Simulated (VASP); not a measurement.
Wanted: the native input for a VASP 6.6.1 run.

| Item | Value |
| --- | --- |
| Task | single point |
| Functional | PBE |
| Dispersion | D3(BJ) |
| Potentials or basis | VASP PAW PBE potentials, release 64 (Na_pv) |
| Cutoff | 520 eV |
| k mesh | 13 × 13 × 12 |
| Occupations | fermi-dirac, width 0.08 eV |
| Spin | no spin polarisation |
| Dipole correction | no |
| Further INCAR settings | ALGO = Normal; EDIFF = 1e-06; NBANDS = 10 |

The structure of Na lies in POSCAR:

```
Na
1.0
    2.9676470437      0.0000000000      0.0000000000
   -1.4838235219      2.5700577293      0.0000000000
    0.0000000000      0.0000000000      2.7724700201
Na
1
Direct
    0.0000000000      0.0000000000      0.0000000000
```

This isn't the form of Na at room conditions, which is bcc.

One way to write it, as run:

INCAR

```
SYSTEM = Na
PREC = Accurate
ENCUT = 520
EDIFF = 1E-6
ISMEAR = -1
SIGMA = 0.08
LREAL = .False.
LASPH = .True.
NELM = 60
ALGO = Normal
ISIF = 2
LWAVE = .False.
LCHARG = .False.
GGA = PE
IVDW = 12
NBANDS = 10
```

KPOINTS

```
regular mesh
0
Gamma
  13 13 12
  0 0 0
```

Potentials or basis: VASP PAW PBE potentials, release 64 (Na_pv).

Run with:

```sh
$ cat potpaw_PBE.64/Na_pv/POTCAR > POTCAR
$ mpirun -np 1 vasp_std > vasp.out
```

It gave:

| Property | Result |
| --- | --- |
| Pressure | 10.3 GPa |
| Band gap on the k mesh | zero (an odd number of electrons rules out a gap without spin polarisation) |
| Dispersion energy per atom | -0.272 eV |

Caveat: the cell stands under pressure.

Wall time 16 s on 1 thread of AMD EPYC 7R43 64-Core Processor (Zen 3), on a shared host, peak memory 0.12 GiB.
